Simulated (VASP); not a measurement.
PbS:

```xyz
2
Lattice="3.5791 0.0000 0.0000 0.0000 3.5791 0.0000 0.0000 0.0000 3.5791" Properties=species:S:1:pos:R:3 pbc="T T T"
Pb    0.0000    0.0000    0.0000
S     1.7895    1.7895    1.7895
```

Base run:

| Property | Result |
| --- | --- |
| Program | VASP 6.6.1 |
| Functional | r2SCAN |
| Potentials or basis | VASP PAW PBE potentials, release 64 (Pb_d, S) |
| Cutoff | 550 eV |
| k mesh | 7 × 7 × 7 |
| Occupations | fermi-dirac, width 0.05 eV |
| Spin | no spin polarisation |

Its results: band gap on the k mesh 0.14 eV, indirect (least direct gap 1.71 eV); pressure 3.3 GPa.

The run is repeated on the same cell with these changes: functional from r2SCAN to PBE0; cutoff from 550 eV to 520 eV; k mesh from 7 × 7 × 7 to 4 × 4 × 4. What comes out?

Band gap on the k mesh zero (band 10 reaches 6.96 eV, above the bottom of band 11 at 5.86 eV); pressure 1.1 GPa.

Several settings changed at once, so the effect can't be laid on one alone.

Caveats: some runs use coarse meshes; the PAW data sets were made with another functional, which shifts forces and pressure a little; spin-orbit coupling is left out, which moves the levels of the heavy elements.

A k mesh can miss the band edges.
